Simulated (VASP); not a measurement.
# PtS2 in VASP: settings compared, part 3 of 3

VASP 6.6.1. Earlier steps stand in the parts before.

## Step 6: Single point, PBEsol

Input file INCAR:

```
SYSTEM = PtS2
PREC = Accurate ; ENCUT = 520
EDIFF = 1E-7 ; ISMEAR = -1
SIGMA = 0.05 ; LREAL = .FALSE.
LASPH = .TRUE. ; NELM = 100
ALGO = Normal ; ISIF = 2
LWAVE = .FALSE. ; LCHARG = .FALSE.
GGA = PS ; NBANDS = 18
```

Input file KPOINTS:

```
regular mesh
0
G
  7 7 5
  0 0 0
```

Input file POSCAR:

```
PtS2
1.0
    3.5432000000     -0.0354320000      0.0000000000
   -1.8022850121      3.0862172107      0.0000000000
    0.0000000000      0.0000000000      5.0388000000
Pt S
1 2
Direct
    0.0000000000      0.0000000000      0.0000000000
    0.6666666667      0.3333333333      0.7730000000
    0.3333333333      0.6666666667      0.2270000000
```

Potentials or basis: VASP PAW PBE potentials, release 64 (Pt, S).

On the command line:

```sh
$ cat potpaw_PBE.64/Pt/POTCAR potpaw_PBE.64/S/POTCAR > POTCAR
$ mpirun -np 1 vasp_std > vasp.out
```

OUTCAR:

```text
SYSTEM = PtS2
   PREC = Accurate
   ENCUT = 520
   EDIFF = 1E-7
   ISMEAR = -1
   LREAL = .FALSE.
   LASPH = .TRUE.
   NELM = 100
   ISIF = 2
   GGA = PS

 ion  position               nearest neighbor table
   1  0.000  0.000  0.000-   2 2.33   3 2.33   2 2.34   3 2.34   2 2.36   3 2.36
   2  0.667  0.333  0.773-   1 2.33   1 2.34   1 2.36
   3  0.333  0.667  0.227-   1 2.33   1 2.34   1 2.36

  LATTYP: Found a simple monoclinic cell.
 ALAT       =     3.5125596645
 B/A-ratio  =     1.4345094408
 C/A-ratio  =     1.0087735139
 COS(beta)  =    -0.4869160342

  Lattice vectors:

 A1 = (   1.7409149879,   3.0507852107,   0.0000000000)
 A2 = (   0.0000000000,   0.0000000000,  -5.0388000000)
 A3 = (  -3.5432000000,   0.0354320000,   0.0000000000)

Analysis of symmetry for initial positions (statically):
=====================================================================
 Subroutine PRICEL returns:
 Original cell was already a primitive cell.

 Routine SETGRP: Setting up the symmetry group for a
 simple monoclinic supercell.

 Subroutine GETGRP returns: Found  2 space group operations
 (whereof  2 operations were pure point group operations)
 out of a pool of  4 trial point group operations.

The static configuration has the point symmetry S_2 .

Analysis of symmetry for dynamics (positions and initial velocities):
=====================================================================
 Subroutine PRICEL returns:
 Original cell was already a primitive cell.

 Routine SETGRP: Setting up the symmetry group for a
 simple monoclinic supercell.

 Subroutine GETGRP returns: Found  2 space group operations
 (whereof  2 operations were pure point group operations)
 out of a pool of  4 trial point group operations.

The dynamic configuration has the point symmetry S_2 .

 Subroutine INISYM returns: Found  2 space group operations
 (whereof  2 operations are pure point group operations),
 and found     1 'primitive' translations

----------------------------------------------------------------------------------------

                                     Primitive cell

  volume of cell :      54.7779

  direct lattice vectors                    reciprocal lattice vectors
     3.543200000 -0.035432000  0.000000000     0.283888601  0.165784887  0.000000000
    -1.802285012  3.086217211  0.000000000     0.003259246  0.325924594  0.000000000
     0.000000000  0.000000000  5.038800000     0.000000000  0.000000000  0.198459951

  length of vectors
     3.543377156  3.573928922  5.038800000     0.328751222  0.325940889  0.198459951

  position of ions in fractional coordinates (direct lattice)
     0.000000000  0.000000000  0.000000000
     0.666666667  0.333333333  0.773000000
     0.333333333  0.666666667  0.227000000

  ion indices of the primitive-cell ions
   primitive index   ion index
                 1           1
                 2           2
                 3           3

----------------------------------------------------------------------------------------

 KPOINTS: regular mesh

Automatic generation of k-mesh.
 Grid dimensions read from file:
 generate k-points for:    7    7    5

 Generating k-lattice:

  Cartesian coordinates                     Fractional coordinates (reciprocal lattice)
     0.040555514  0.023683555  0.000000000     0.142857143  0.000000000  0.000000000
     0.000465607  0.046560656  0.000000000     0.000000000  0.142857143  0.000000000
     0.000000000  0.000000000  0.039691990     0.000000000  0.000000000  0.200000000

  Length of vectors
     0.046964460  0.046562984  0.039691990

  Shift w.r.t. Gamma in fractional coordinates (k-lattice)
     0.000000000  0.000000000  0.000000000

 Subroutine IBZKPT returns following result:
 ===========================================

 Found    123 irreducible k-points:

 Following reciprocal coordinates:
            Coordinates               Weight
  0.000000  0.000000  0.000000      1.000000
  0.142857  0.000000  0.000000      2.000000
  0.285714  0.000000  0.000000      2.000000
  0.428571  0.000000  0.000000      2.000000
 -0.000000  0.142857  0.000000      2.000000
  0.142857  0.142857  0.000000      2.000000
[... 16 lines left out ...]
 -0.428571  0.428571  0.000000      2.000000
 -0.285714  0.428571  0.000000      2.000000
 [... further k-points ...]
   k-points           NKPTS =    123   k-points in BZ     NKDIM =    123   number of bands    NBANDS=     18
   number of dos      NEDOS =    301   number of ions     NIONS =      3
   total plane-waves  NPLWV =  31360
   dimension x,y,z NGX =    28 NGY =   28 NGZ =   40
   dimension x,y,z NGXF=    56 NGYF=   56 NGZF=   80
   ions per type =               1   2
   NGX,Y,Z   is equivalent  to a cutoff of  13.14, 13.02, 13.20 a.u.
   NGXF,Y,Z  is equivalent  to a cutoff of  26.27, 26.05, 26.39 a.u.
 SYSTEM =  PtS2
   PREC   = accura    normal or accurate (medium, high low for compatibility)
   ISTART =      0    job   : 0-new  1-cont  2-samecut
   ICHARG =      2    charge: 1-file 2-atom 10-const
   ISPIN  =      1    spin polarized calculation?
   LNONCOLLINEAR =      F non collinear calculations
   LSORBIT =      F    spin-orbit coupling
   LASPH  =      T    aspherical Exc in radial PAW
   ENCUT  =  520.0 eV  38.22 Ry    6.18 a.u.   6.59  6.65  9.37*2*pi/ulx,y,z
   NELM   =    100;   NELMIN=  2; NELMDL= -5     # of ELM steps
   EDIFF  = 0.1E-06   stopping-criterion for ELM
   LREAL  =      F    real-space projection
   EDIFFG = 0.1E-05   stopping-criterion for IOM
   NSW    =      0    number of steps for IOM
   IBRION =     -1    ionic relax: 0-MD 1-quasi-New 2-CG
   NFREE  =      0    steps in history (QN), initial steepest desc. (CG)
   ISIF   =      2    stress and relaxation
   ISYM   =      2    0-nonsym 1-usesym 2-fastsym
   POTIM  = 0.5000    time-step for ionic-motion
   TEBEG  =    0.0;   TEEND  =   0.0 temperature during run
   PSTRESS=    0.0 pullay stress
   NELECT =      22.0000    total number of electrons
   NUPDOWN=      -1.0000    fix difference up-down
   EMIN   =  10.00;   EMAX   =-10.00  energy-range for DOS
   EFERMI =   0.00;   METHOD = LEGACY
   ISMEAR =    -1;   SIGMA  =   0.05  broadening in eV -4-tet -1-fermi 0-gaus
   EFERMI_NEDOS =   21; number of points for ismear=-14 and -15
   IALGO  =     38    algorithm
   IMIX   =      4    mixing-type and parameters
     AMIX     =   0.40;   BMIX     =  1.00
     AMIX_MAG =   1.60;   BMIX_MAG =  1.00
  volume/ion in A,a.u.               =      18.26       123.22
  Fermi-wavevector in a.u.,A,eV,Ry     =   1.207852  2.282510 19.849638  1.458907
  Thomas-Fermi vector in A             =   2.343478
   LORBIT       =      0    0 simple, 1 ext, 2 COOP (PROOUT), +10 PAW based schemes
   GGA     = PS    functional components
   LHFCALC =     F    Hartree Fock is set to
   AEXX    =    0.0000 exact exchange contribution
   IVDW    =     0    specifies the selected vdW correction
   LEPSILON=     F    determine dielectric tensor
   LRPA    =     F    only Hartree local field effects (RPA)
 non-spin polarized calculation
  energy-cutoff  :      520.00
  volume of cell :       54.78
 maximum number of plane-waves:      1499
   NGX = 13   NGY = 13   NGZ = 19

 number of electron      22.0000001 magnetization

 Free energy of the ion-electron system (eV)
  ---------------------------------------------------
  ext. energy  EPLUGINS =         0.00000000
  ---------------------------------------------------
  free energy    TOTEN  =       -16.92248374 eV

  energy without entropy =      -16.92245943  energy(sigma->0) =      -16.92247159

 E-fermi :   7.0701     XC(G=0): -10.7679

 val. band max:        6.7213409498   @ k =  -0.1429  -0.0000   0.2000
 cond. band min:       7.4239508506   @ k =   0.2857  -0.2857   0.2000
 fundamental gap:      0.7026099009
 Fermi energy:         7.0700955260

 k-point     1 :       0.0000    0.0000    0.0000
  band No.  band energies     occupation
      1      -8.9287      2.00000
      2      -5.6383      2.00000
      3      -0.4367      2.00000
      4      -0.4117      2.00000
      5      -0.3122      2.00000
      6       2.6109      2.00000
[... 10 lines left out ...]
     17      14.6850      0.00000
     18      18.5916      0.00000
[... 466 lines left out ...]
      2      -6.3680      2.00000
      3      -0.1515      2.00000
      4       0.2551      2.00000
      5       1.0449      2.00000
      6       1.3717      2.00000
[... 10 lines left out ...]
     17      15.3541      0.00000
     18      16.6554      0.00000

 [... further k-points ...]

------------------------ aborting loop because EDIFF is reached ----------------------------------------

  FORCE on cell =-STRESS in cart. coord.  units (eV):
  Direction    XX          YY          ZZ          XY          YZ          ZX
  --------------------------------------------------------------------------------------
  -------------------------------------------------------------------------------------
  Total        2.1809348      2.1633321      1.9806598      0.6901711     -0.0111326     -0.4239705
  in kB       63.7892670     63.2744127     57.9315059     20.1865323     -0.3256138    -12.4005403
  external PRESSURE =      61.6650619 kB  Pullay stress =       0.0000000 kB

 VOLUME and BASIS-vectors are now :
 -----------------------------------------------------------------------------
  energy-cutoff  :      520.00
  volume of cell :       54.78
      direct lattice vectors                 reciprocal lattice vectors
     3.543200000 -0.035432000  0.000000000     0.283888601  0.165784887  0.000000000
    -1.802285012  3.086217211  0.000000000     0.003259246  0.325924594  0.000000000
     0.000000000  0.000000000  5.038800000     0.000000000  0.000000000  0.198459951

 POSITION                                       TOTAL-FORCE (eV/Angst)
 -----------------------------------------------------------------------------------
      0.00000      0.00000      0.00000        -0.000000      0.000000      0.000000
      1.76137      1.00512      3.89499         0.162783      0.004783     -0.938381
     -0.02046      2.04567      1.14381        -0.162783     -0.004783      0.938381
 -----------------------------------------------------------------------------------
    total drift:                                0.000000     -0.000000      0.000000

  FREE ENERGIE OF THE ION-ELECTRON SYSTEM (eV)
  ---------------------------------------------------
  free  energy   TOTEN  =       -16.9224837433 eV

  energy  without entropy=      -16.9224594292  energy(sigma->0) =      -16.92247159
```

OSZICAR:

```text
N       E                     dE             d eps       ncg     rms          rms(c)
DAV:   1     0.111563418848E+03    0.11156E+03   -0.10398E+04  4484   0.109E+03
DAV:   2    -0.127050502641E+02   -0.12427E+03   -0.12031E+03  5340   0.222E+02
DAV:   3    -0.182673707875E+02   -0.55623E+01   -0.55037E+01  5658   0.473E+01
DAV:   4    -0.183269886959E+02   -0.59618E-01   -0.59587E-01  5740   0.539E+00
DAV:   5    -0.183279055293E+02   -0.91683E-03   -0.91677E-03  5712   0.657E-01    0.202E+01
DAV:   6    -0.171582848339E+02    0.11696E+01   -0.61680E+00  4622   0.240E+01    0.124E+01
DAV:   7    -0.169567311561E+02    0.20155E+00   -0.11002E+00  4608   0.106E+01    0.606E+00
DAV:   8    -0.169255843342E+02    0.31147E-01   -0.62561E-02  4904   0.191E+00    0.111E+00
DAV:   9    -0.169223308971E+02    0.32534E-02   -0.88769E-03  5010   0.923E-01    0.219E-01
DAV:  10    -0.169224658601E+02   -0.13496E-03   -0.11792E-03  5512   0.228E-01    0.104E-01
DAV:  11    -0.169224844902E+02   -0.18630E-04   -0.50087E-05  5456   0.658E-02    0.347E-02
DAV:  12    -0.169224830890E+02    0.14012E-05   -0.10461E-05  5202   0.318E-02    0.854E-03
DAV:  13    -0.169224836242E+02   -0.53519E-06   -0.13349E-06  5710   0.800E-03    0.247E-03
DAV:  14    -0.169224837285E+02   -0.10438E-06   -0.10962E-07  3662   0.243E-03    0.859E-04
DAV:  15    -0.169224837433E+02   -0.14801E-07   -0.18086E-08  2700   0.104E-03
   1 F= -.16922484E+02 E0= -.16922472E+02  d E =-.243142E-04
```

It took 2.7 min on 1 thread of Intel Xeon 8259CL, shared host; peak memory 0.26 GiB.

Results:

| Property | Result |
| --- | --- |
| Free energy | -16.9225 eV |
| Pressure | 6.2 GPa |
| Largest force | 0.952 eV/Å |
| Band gap on the k mesh | 0.70 eV (least direct gap 1.10 eV) |

Forces on the atoms (eV/Å):
```
Pt   0.000  0.000  0.000
S    0.163  0.005 -0.938
S   -0.163 -0.005  0.938
```

Stress tensor (GPa, compression positive):
```
 6.38  2.02 -1.24
 2.02  6.33 -0.03
-1.24 -0.03  5.79
```

Levels at points of the mesh, in eV from the valence-band top:
```
           k point  band 8  band 9  band 10  band 11  band 12  band 13  band 14  band 15
(0.00, 0.00, 0.00)   -1.87   -1.25    -1.16    -0.19     2.35     2.41     4.60     5.55
```

Caveat: the cell stands under pressure; the PAW data sets were made with another functional, which shifts forces and pressure a little; spin-orbit coupling is left out, which moves the levels of the heavy elements; an odd mesh through Γ misses points on the zone boundary, where band edges can lie.

## Step 7: The runs side by side

```csv
level,U,cell,k mesh,gap on the mesh (eV),pressure (GPa),largest force (eV/Å)
PBEsol+U,Pt d U = 2.0 eV,"a = 3.543, b = 3.543, c = 5.039 Å, angles 90.0, 90.0, 120.0°, 3 atoms",9 × 9 × 5,0.94,4.5,0.81
PBEsol+U,Pt d U = 3.0 eV,"a = 3.543, b = 3.543, c = 5.039 Å, angles 90.0, 90.0, 120.0°, 3 atoms",9 × 9 × 5,0.91,3.7,0.74
PBEsol+U,Pt d U = 5.0 eV,"a = 3.543, b = 3.543, c = 5.039 Å, angles 90.0, 90.0, 120.0°, 3 atoms",9 × 9 × 5,0.82,1.7,0.57
PBEsol,-,"a = 3.544, b = 3.605, c = 5.039 Å, angles 90.0, 90.0, 121.7°, 3 atoms",7 × 7 × 5,0.58,6.3,1.01
PBEsol,-,"a = 3.543, b = 3.574, c = 5.039 Å, angles 90.0, 90.0, 120.9°, 3 atoms",7 × 7 × 5,0.70,6.2,0.95
```

Alike in all rows: task single point; potentials or basis VASP PAW PBE potentials, release 64 (Pt, S); no spin polarisation; cutoff (eV) 520; smearing fermi-dirac 0.05 eV.

Caveats: the PAW data sets were made with another functional, which shifts forces and pressure a little; spin-orbit coupling is left out, which moves the levels of the heavy elements; an odd mesh through Γ misses points on the zone boundary, where band edges can lie; the cell stands under pressure (at least some runs).

Absolute energies hang on the potentials; compare differences alone.
